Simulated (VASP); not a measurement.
Set up this calculation in VASP 6.6.1, as the native input.

```
Task                   : single point
Functional             : PBEsol
Potentials or basis    : VASP PAW PBE potentials, release 64 (Si)
Cutoff                 : 520 eV
k mesh                 : 11 × 11 × 11
Occupations            : methfessel-paxton, width 0.005 eV
Spin                   : no spin polarisation
Dipole correction      : no
Further INCAR settings : ALGO = Normal; EDIFF = 1e-06; NBANDS = 11
```

The structure of Si lies in POSCAR:

```
Si
1.0
    0.0000000000      2.7165771437      2.7165771437
    2.7165771437      0.0000000000      2.7165771437
    2.7165771437      2.7165771437      0.0000000000
Si
2
Direct
   -0.1250000000     -0.1250000000     -0.1250000000
    0.1250000000      0.1250000000      0.1250000000
```

One way to write it, as run:

INCAR

```
SYSTEM = Si
ALGO = Normal ; EDIFF = 1E-6
ENCUT = 520 ; GGA = PS
ISIF = 2 ; ISMEAR = 1
LASPH = .TRUE. ; LCHARG = .FALSE.
LREAL = .FALSE. ; LWAVE = .FALSE.
NBANDS = 11 ; NELM = 80
PREC = Accurate ; SIGMA = 0.005
```

KPOINTS

```
k-points
0
G
  11 11 11
  0 0 0
```

Potentials or basis: VASP PAW PBE potentials, release 64 (Si).

The run is started by

```sh
$ cat potpaw_PBE.64/Si/POTCAR > POTCAR
$ mpirun -np 1 vasp_std > vasp.out
```

Results of the run:

| Property | Result |
| --- | --- |
| Pressure | 0.1 GPa |
| Band gap on the k mesh | 0.48 eV, indirect (least direct gap 2.52 eV) |

Caveat: the PAW data sets were made with another functional, which shifts forces and pressure a little.

Wall time 10 s on 1 thread of Intel(R) Xeon(R) 6975P-C (Granite Rapids) (shared host), peak memory 0.16 GiB.
